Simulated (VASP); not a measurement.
# GaO3 (Pm-3m) in VASP: a series of runs, part 2 of 2

VASP 6.6.1. Earlier steps stand in the parts before.

**4. Relaxation of cell and atoms, PBE, collinear spin, ferromagnetic start**

This run uses another cell than the first one, of 10.23 Å³/atom.

INCAR reads:

```
ALGO = Normal ; EDIFF = 1E-6
EDIFFG = -0.04 ; ENCUT = 600
GGA = PE ; IBRION = 2
ISIF = 3 ; ISMEAR = 0
ISPIN = 2 ; LASPH = T
LCHARG = F ; LORBIT = 11
LREAL = F ; LWAVE = F
MAGMOM = 0 1 1 1 ; NELM = 150
NSW = 90 ; PREC = Accurate
SIGMA = 0.1
```

KPOINTS reads:

```
k-points
0
Gamma
  6 6 6
```

POSCAR reads:

```
GaO3
1.0
    3.4463687600      0.0000000000      0.0000000000
    0.0000000000      3.4463687600      0.0000000000
    0.0000000000      0.0000000000      3.4463687600
Ga O
1 3
Direct
    0.0000000000      0.0000000000      0.0000000000
    0.0000000000      0.5000000000      0.5000000000
    0.5000000000      0.0000000000      0.5000000000
    0.5000000000      0.5000000000      0.0000000000
```

Potentials or basis: VASP PAW PBE potentials, release 64 (Ga_d, O).

The run is started by

```sh
> cat potpaw_PBE.64/Ga_d/POTCAR potpaw_PBE.64/O/POTCAR > POTCAR
> mpirun -np 1 vasp_std > vasp.out
```

OUTCAR:

```text
EDIFF = 1E-6
   EDIFFG = -0.04
   ENCUT = 600
   GGA = PE
   IBRION = 2
   ISIF = 3
   ISMEAR = 0
   ISPIN = 2
   LASPH = T
   LORBIT = 11
   LREAL = F
   NELM = 150
   NSW = 90
   PREC = Accurate

 ion  position               nearest neighbor table
   1  0.000  0.000  0.000-   2 2.44   3 2.44   4 2.44   2 2.44   3 2.44   2 2.44   4 2.44   2 2.44
                             3 2.44   4 2.44   3 2.44   4 2.44
   2  0.000  0.500  0.500-   1 2.44   1 2.44   1 2.44   1 2.44
   3  0.500  0.000  0.500-   1 2.44   1 2.44   1 2.44   1 2.44
   4  0.500  0.500  0.000-   1 2.44   1 2.44   1 2.44   1 2.44

  LATTYP: Found a simple cubic cell.
 ALAT       =     3.4463687600

  Lattice vectors:

 A1 = (   3.4463687600,   0.0000000000,   0.0000000000)
 A2 = (   0.0000000000,   3.4463687600,   0.0000000000)
 A3 = (   0.0000000000,   0.0000000000,   3.4463687600)

Analysis of symmetry for initial positions (statically):
=====================================================================
 Subroutine PRICEL returns:
 Original cell was already a primitive cell.

 Routine SETGRP: Setting up the symmetry group for a
 simple cubic supercell.

 Subroutine GETGRP returns: Found 48 space group operations
 (whereof 48 operations were pure point group operations)
 out of a pool of 48 trial point group operations.

The static configuration has the point symmetry O_h .

Analysis of symmetry for dynamics (positions and initial velocities):
=====================================================================
 Subroutine PRICEL returns:
 Original cell was already a primitive cell.

 Routine SETGRP: Setting up the symmetry group for a
 simple cubic supercell.

 Subroutine GETGRP returns: Found 48 space group operations
 (whereof 48 operations were pure point group operations)
 out of a pool of 48 trial point group operations.
[... 145 lines left out ...]
 conjugate gradient relaxation of ions
 spin polarized calculation
 Gauss-broadening in eV      SIGMA  =   0.10
  energy-cutoff  :      600.00
  volume of cell :       40.93
 maximum number of plane-waves:      1406
 NGX is ok and might be reduce to    28
   NGX = 13   NGY = 13   NGZ = 13

--------------------------------------- Ionic step        1  -------------------------------------------

 number of electron      30.9999962 magnetization       3.0814868

 Free energy of the ion-electron system (eV)
  ---------------------------------------------------
  ext. energy  EPLUGINS =         0.00000000
  ---------------------------------------------------
  free energy    TOTEN  =       -15.66278941 eV

  energy without entropy =      -15.65293070  energy(sigma->0) =      -15.65786006

------------------------ aborting loop because EDIFF is reached ----------------------------------------

  FORCE on cell =-STRESS in cart. coord.  units (eV):
  Direction    XX          YY          ZZ          XY          YZ          ZX
  --------------------------------------------------------------------------------------
  -------------------------------------------------------------------------------------
  Total       -2.6629882     -2.6629882     -2.6629882      0.0000000      0.0000000      0.0000000
  in kB     -104.2304433   -104.2304433   -104.2304433      0.0000000      0.0000000      0.0000000
  external PRESSURE =    -104.2304433 kB  Pullay stress =       0.0000000 kB
[... 63 lines left out ...]
--------------------------------------- Ionic step        3  -------------------------------------------

 number of electron      31.0000026 magnetization       3.0537847

 Free energy of the ion-electron system (eV)
  ---------------------------------------------------
  ext. energy  EPLUGINS =         0.00000000
  ---------------------------------------------------
  free energy    TOTEN  =       -15.78918444 eV

  energy without entropy =      -15.77962849  energy(sigma->0) =      -15.78440647

 E-fermi :   4.1977     XC(G=0): -12.1774

 val. band max:        4.1863160835   @ k =   0.5000   0.5000   0.1667
 cond. band min:       4.2809787019   @ k =   0.3333   0.0000   0.0000
 fundamental gap:      0.0946626184
 Fermi energy:         4.1977313733

 spin component 1

 k-point     1 :       0.0000    0.0000    0.0000
  band No.  band energies     occupation
      1     -16.1939      1.00000
      2     -12.4083      1.00000
      3     -12.4083      1.00000
      4     -10.0838      1.00000
      5     -10.0838      1.00000
      6     -10.0838      1.00000
[... 469 lines left out ...]
     20      14.9815      0.00000
     21      14.9815      0.00000
 Fermi energy:         4.1977313733

 spin component 2

 k-point     1 :       0.0000    0.0000    0.0000
  band No.  band energies     occupation
      1     -14.7686      1.00000
      2     -10.9839      1.00000
      3     -10.9839      1.00000
      4     -10.1162      1.00000
      5     -10.1162      1.00000
      6     -10.1162      1.00000
[... 500 lines left out ...]
  FREE ENERGIE OF THE ION-ELECTRON SYSTEM (eV)
  ---------------------------------------------------
  free  energy   TOTEN  =       -15.7891844449 eV

  energy  without entropy=      -15.7796284946  energy(sigma->0) =      -15.78440647

 reached required accuracy - stopping structural energy minimisation

 total charge

# of ion       s       p       d       tot
------------------------------------------
    1        0.654   0.403  10.066  11.123
    2        1.623   3.150   0.000   4.773
    3        1.623   3.150   0.000   4.773
    4        1.623   3.150   0.000   4.773
--------------------------------------------------
tot          5.523   9.853  10.066  25.442

 magnetization (x)

# of ion       s       p       d       tot
------------------------------------------
    1       -0.073  -0.039  -0.002  -0.114
    2        0.009   0.922   0.000   0.931
    3        0.009   0.922   0.000   0.931
    4        0.009   0.922   0.000   0.931
--------------------------------------------------
tot         -0.047   2.727  -0.002   2.678
```

Wall time 37 s (1 thread of Intel Xeon 6975P-C (Granite Rapids), shared host); peak memory 0.19 GiB.

Results:

- Free energy: -15.7892 eV
- Relaxed volume: 9.34 Å³/atom
- Relaxed cell: a = 3.343 Å, b = 3.343 Å, c = 3.343 Å, α = 90.00°, β = 90.00°, γ = 90.00°
- Space group after relaxing (to 0.1 Å): Pm-3m (No. 221)
- Energy gained by relaxing: 31.6 meV/atom
- Ionic steps: 3
- Pressure after relaxing: 0.0 GPa
- Net moment: 3.05 μB per cell
- Site moments: Ga -0.11; O +0.93 μB
- Valence electrons inside the program's atomic spheres: Ga 11.12; O 4.77

Step by step:
```csv
step,energy change (eV),largest force (eV/Å),pressure (GPa),volume (Å³)
1,0.0000,0.0000,-10.42,40.93
2,-0.1256,0.0000,0.98,37.12
3,-0.1264,0.0000,0.02,37.36
```

Final structure:
```
Ga O
1.0
     3.34312    0.00000    0.00000
     0.00000    3.34312    0.00000
     0.00000    0.00000    3.34312
Ga O
1 3
Direct
  0.00000 0.00000 0.00000
  0.00000 0.50000 0.50000
  0.50000 0.00000 0.50000
  0.50000 0.50000 0.00000
```

Levels at points of the mesh, in eV from the Fermi level:
Spin up:
```csv
k point,band 13,band 14,band 15,band 16,band 17,band 18,band 19,band 20,band 21
"(0.00, 0.00, 0.00)",-1.75,-1.75,-1.20,-0.35,-0.35,-0.35,11.96,11.96,11.96
"(0.50, 0.00, 0.00)",-3.10,-2.39,-2.36,-0.57,-0.57,3.53,6.01,10.00,10.00
"(0.50, 0.50, 0.00)",-2.51,-2.51,-2.43,-0.15,-0.10,3.05,8.06,8.82,8.82
"(0.50, 0.50, 0.50)",-1.27,-0.11,-0.11,-0.10,-0.10,-0.10,10.78,10.78,10.78
```
Spin down:
```tsv
k point	band 10	band 11	band 12	band 13	band 14	band 15	band 16	band 17	band 18	band 19
(0.00, 0.00, 0.00)	-4.22	-4.22	-1.03	-0.30	-0.30	-0.30	1.96	1.96	1.96	12.20
(0.50, 0.00, 0.00)	-2.40	-2.40	-1.91	-1.91	-1.11	-0.05	1.59	1.59	4.38	6.13
(0.50, 0.50, 0.00)	-2.55	-2.55	-2.28	-1.18	-1.18	-0.12	1.50	2.56	3.60	7.88
(0.50, 0.50, 0.50)	-5.68	-5.68	-4.73	-1.49	1.50	1.50	1.50	2.62	2.62	11.33
```

**5. Single point, PBE, collinear spin, ferromagnetic start**

INCAR reads:

```
SYSTEM = GaO3
ALGO = Normal
EDIFF = 1E-6
ENCUT = 520
GGA = PE
ISIF = 2
ISMEAR = 0
ISPIN = 2
LASPH = .True.
LCHARG = .True.
LELF = .True.
LORBIT = 11
LREAL = .False.
LVHAR = .True.
LWAVE = .False.
MAGMOM = 0 1.15 1.15 1.15
NBANDS = 28
NELM = 150
PREC = Accurate
SIGMA = 0.1
```

KPOINTS reads:

```
k-points
0
Gamma
  14 14 14
  0 0 0
```

POSCAR reads:

```
GaO3
1.0
    3.3437797025      0.0000000000      0.0000000000
    0.0000000000      3.3437797025      0.0000000000
    0.0000000000      0.0000000000      3.3437797025
Ga O
1 3
Direct
    0.0000000000      0.0000000000      0.0000000000
    0.0000000000      0.5000000000      0.5000000000
    0.5000000000      0.0000000000      0.5000000000
    0.5000000000      0.5000000000      0.0000000000
```

The run is started by

```sh
> cat potpaw_PBE.64/Ga_d/POTCAR potpaw_PBE.64/O/POTCAR > POTCAR
> mpirun -np 1 vasp_std > vasp.out
```

It took 94 s on 1 thread of Intel Xeon 6975P-C (Granite Rapids), shared host; peak memory 0.3 GiB.

The run converged. Its results:

| Item | Value |
| --- | --- |
| Free energy | -15.7909 eV |
| Pressure | 0.2 GPa |
| Net moment | 3.08 μB per cell |
| Site moments | Ga -0.11; O +0.94 μB |
| Valence electrons inside the program's atomic spheres | Ga 11.12; O 4.78 |

Levels at points of the mesh, in eV from the Fermi level:
Spin up:
```tsv
k point	band 13	band 14	band 15	band 16	band 17	band 18	band 19	band 20	band 21	band 22
(0.00, 0.00, 0.00)	-1.81	-1.81	-1.25	-0.39	-0.39	-0.39	11.90	11.90	11.90	12.58
(0.50, 0.00, 0.00)	-3.15	-2.44	-2.39	-0.62	-0.62	3.47	5.96	9.95	9.95	15.40
(0.50, 0.50, 0.00)	-2.56	-2.56	-2.47	-0.18	-0.15	2.99	8.01	8.77	8.77	18.89
(0.50, 0.50, 0.50)	-1.33	-0.16	-0.16	-0.16	-0.14	-0.14	10.73	10.73	10.73	17.38
```
Spin down:
```tsv
k point	band 10	band 11	band 12	band 13	band 14	band 15	band 16	band 17	band 18	band 19
(0.00, 0.00, 0.00)	-4.25	-4.25	-1.08	-0.33	-0.33	-0.33	1.92	1.92	1.92	12.14
(0.50, 0.00, 0.00)	-2.43	-2.43	-1.94	-1.94	-1.15	-0.09	1.55	1.55	4.33	6.08
(0.50, 0.50, 0.00)	-2.59	-2.59	-2.32	-1.21	-1.21	-0.16	1.47	2.52	3.55	7.83
(0.50, 0.50, 0.50)	-5.71	-5.71	-4.76	-1.54	1.47	1.47	1.47	2.57	2.57	11.28
```

**6. Summary**

| task | cell | k mesh | cutoff (eV) | gap on the mesh (eV) | pressure (GPa) | moment (μB) |
| --- | --- | --- | --- | --- | --- | --- |
| single point | a = 3.344 Å, 4 atoms | 6 × 6 × 6 | 520 | none | 0.2 | 3.05 |
| single point | a = 3.446 Å, 4 atoms | 6 × 6 × 6 | 520 | none | -10.3 | 3.08 |
| relaxation of cell and atoms | relaxed from a = 3.446 Å, 4 atoms | 6 × 6 × 6 | 600 | none | 0.0 | 3.05 |
| single point | a = 3.344 Å, 4 atoms | 14 × 14 × 14 | 520 | none | 0.2 | 3.08 |

Alike in all rows: level PBE; potentials or basis VASP PAW PBE potentials, release 64 (Ga_d, O); spin collinear, ferromagnetic start; smearing gaussian 0.1 eV.

Caveats: the cell stands under tension (at least some runs).

Absolute energies hang on the potentials; compare differences alone.
